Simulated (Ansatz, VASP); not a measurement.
One calculation of SiO2, two programs

```
CELL_PARAMETERS angstrom
5.05968 0.00000 0.00000
-2.52984 4.38181 0.00000
0.00000 0.00000 5.54109
ATOMIC_POSITIONS crystal
Si 0.00000 0.50000 0.33333
Si 0.50000 0.50000 0.66667
Si 0.50000 0.00000 0.00000
O 0.58350 0.79175 0.83333
O 0.79175 0.58350 0.50000
O 0.79175 0.20825 0.16667
O 0.41650 0.20825 0.83333
O 0.20825 0.41650 0.50000
O 0.20825 0.79175 0.16667
```

Alike in both runs: functional r2SCAN; k mesh 6 × 6 × 4; occupations gaussian, width 0.02 eV; no spin polarisation.

Ansatz relaxed the structure, and its values are those at the end. VASP's run is a single point on that final structure, the one shown.

```csv
,VASP,Ansatz
version,VASP 6.6.1,Ansatz 0.2.0
potentials or method,"VASP PAW PBE potentials, release 64 (Si, O), cutoff 520 eV","scalar-relativistic, plane waves, PAW"
valence electrons in the cell,48,48
```

Ansatz gave:

| Item | Value |
| --- | --- |
| gap on the k mesh at the Fermi level (eV) | 6.30 |
| least direct gap on the mesh (eV) | 6.49 |
| pressure (GPa) | 0.0 |
| rms of the force components (eV/Å) | 0.001 |

Task: Estimate VASP's values.

Result: gap on the k mesh at the Fermi level (eV): 6.30; least direct gap on the mesh (eV): 6.49; pressure (GPa): 0.1; rms of the force components (eV/Å): 0.006.

VASP's potentials were made for PBE, not for r2SCAN.
